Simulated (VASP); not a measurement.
Runs of VASP 6.6.1 on ZrB2. The structure is that of space group P6/mmm (No. 191), or close to it. The cells are those of the table. 

| task | level | cell | cutoff (eV) | gap on the mesh (eV) | pressure (GPa) | relaxed volume (Å³/atom) |
| --- | --- | --- | --- | --- | --- | --- |
| single point | r2SCAN+rVV10 | a = 3.164, b = 3.164, c = 3.545 Å, angles 90.0, 90.0, 120.0°, 3 atoms | 520 | none | 0.3 | - |
| relaxation of cell and atoms | PBE | relaxed from a = 3.170, b = 3.170, c = 3.533 Å, angles 90.0, 90.0, 120.0°, 3 atoms | 600 | none | -0.1 | 10.29 |
| relaxation of cell and atoms | PBE+D4 | relaxed from a = 3.170, b = 3.170, c = 3.533 Å, angles 90.0, 90.0, 120.0°, 3 atoms | 600 | none | 0.0 | 10.04 |
| relaxation of cell and atoms | r2SCAN+rVV10 | relaxed from a = 3.170, b = 3.170, c = 3.533 Å, angles 90.0, 90.0, 120.0°, 3 atoms | 600 | none | 0.1 | (a) |
| single point | PBE | a = 3.171, b = 3.171, c = 3.543 Å, angles 90.0, 90.0, 120.0°, 3 atoms | 520 | none | 0.1 | - |
| single point | PBE+D4 | a = 3.152, b = 3.152, c = 3.498 Å, angles 90.0, 90.0, 120.0°, 3 atoms | 520 | none | 0.1 | - |

Alike in all rows: potentials or basis VASP PAW PBE potentials, release 64 (Zr_sv, B); no spin polarisation; k mesh 12 × 12 × 9; smearing methfessel-paxton 0.15 eV.

Estimate the missing entries.

(a) 10.25.

Caveats: the PAW data sets were made with another functional, which shifts forces and pressure a little (some runs); pairwise dispersion overbinds metals, which lowers pressure and volume (some runs).

A k mesh can miss the band edges, and the runs leave out spin-orbit coupling on Zr.

A gap of «none» marks levels without a gap at the run's occupations.
